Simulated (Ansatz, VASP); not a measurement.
# SrAlO4: VASP beside Ansatz

```xyz
6
Lattice="3.6442 0.0000 0.0000 0.0000 3.6442 0.0000 0.0000 0.0000 5.9016" Properties=species:S:1:pos:R:3 pbc="T T T"
Sr    1.8221    1.8221    2.9508
Al    0.0000    0.0000    0.0000
O     0.0000    0.0000    3.9789
O     1.8221    0.0000    0.0000
O     0.0000    1.8221    0.0000
O     0.0000    0.0000    1.9227
```

Alike in both runs: functional PBE; k mesh 4 × 4 × 4; occupations gaussian, width 0.1 eV; collinear spin.

Ansatz relaxed the structure, and its values are those at the end. VASP's run is a single point on that final structure, the one shown.

```csv
,VASP,Ansatz
version,VASP 6.6.1,Ansatz 0.2.0
potentials or method,"VASP PAW PBE potentials, release 64 (Sr_sv, Al, O), cutoff 520 eV","scalar-relativistic, plane waves, PAW"
valence electrons in the cell,37,37
```

Ansatz gave:

| Quantity | Value |
| --- | --- |
| gap on the k mesh at the Fermi level (eV) | none |
| pressure (GPa) | 0.0 |
| net moment per atom (μB) | 0.49 |
| size of the moment on the site where the two differ most (μB) | 0.67 |

What did VASP give for the same quantities?

gap on the k mesh at the Fermi level (eV): none; pressure (GPa): 0.0; net moment per atom (μB): 0.49; size of the moment on the site where the two differ most (μB): 0.64.

Site moments also hang on the region over which each program counts them. A gap of «none» marks a metal or a gap that the smearing closes.

The k mesh is coarse, so the values compare programs but aren't converged.
